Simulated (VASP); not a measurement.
MoS, 2 atoms in the cell. The structure is cubic, space group F-43m (No. 216). The conventional cell has a = 5.945 Å, b = 5.945 Å, c = 5.945 Å, α = 90.00°, β = 90.00°, γ = 90.00°. Within 3.4 Å of Mo (site symmetry -43m) lie 4 S at 2.57 Å. Within 3.4 Å of S (site symmetry -43m) lie 4 Mo at 2.57 Å. 

```yaml
Program: VASP 6.6.1
Task: relaxation of cell and atoms
Functional: r2SCAN
Potentials_or_basis: VASP PAW PBE potentials, release 64 (Mo_sv, S)
Cutoff: 600 eV
k_mesh: 12 × 12 × 12
Occupations: gaussian, width 0.1 eV
Spin: no spin polarisation
Hubbard_terms: Mo d U = 4.38 eV
Dipole_correction: no
Further_INCAR_settings: ALGO = Normal; EDIFF = 1e-06; IBRION = 2; EDIFFG = -0.01; NSW = 80; ISIF = 3
```

Potentials or basis: VASP PAW PBE potentials, release 64 (Mo_sv, S).

Command:

```console
$ cat potpaw_PBE.64/Mo_sv/POTCAR potpaw_PBE.64/S/POTCAR > POTCAR
$ cp INCAR.step1 INCAR
$ mpirun -np 1 vasp_std > vasp.out
$ cp INCAR.step2 INCAR
$ mpirun -np 1 vasp_std > vasp.out
```

Hardware: 1 thread of Intel(R) Xeon(R) 6975P-C (Granite Rapids) (shared host).

Problem. Estimate the wall time of this run.

Solution. Run time: 10 min on 1 thread of Intel(R) Xeon(R) 6975P-C (Granite Rapids) (shared host), peak memory 0.28 GiB. Counts: k points 72, ion steps 15.
